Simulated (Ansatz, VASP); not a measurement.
# Two plane-wave programs on Ti

```
Ti
1.0
    -1.66889    1.66889    1.66889
     1.66889   -1.66889    1.66889
     1.66889    1.66889   -1.66889
Ti
1
Direct
  0.00000 0.00000 0.00000
```

Alike in both runs: task single point; functional PBEsol; k mesh 15 × 15 × 15; occupations fermi-dirac, width 0.1 eV; no spin polarisation.

|  | VASP | Ansatz |
| --- | --- | --- |
| version | VASP 6.6.1 | Ansatz 0.2.0 |
| potentials or method | VASP PAW PBE potentials, release 64 (Ti_sv), cutoff 520 eV | plane waves (420 eV) with PAW, scalar-relativistic |
| valence electrons in the cell | 12 | 12 |

```tsv
	VASP	Ansatz	Ansatz less VASP
pressure (GPa)	-10.6	-10.5	+0.12
```

VASP's potentials were made for PBE, not for PBEsol, and Ansatz warns of the same on its side. The functional is the same, so the differences come from potentials, cutoffs and numerics.
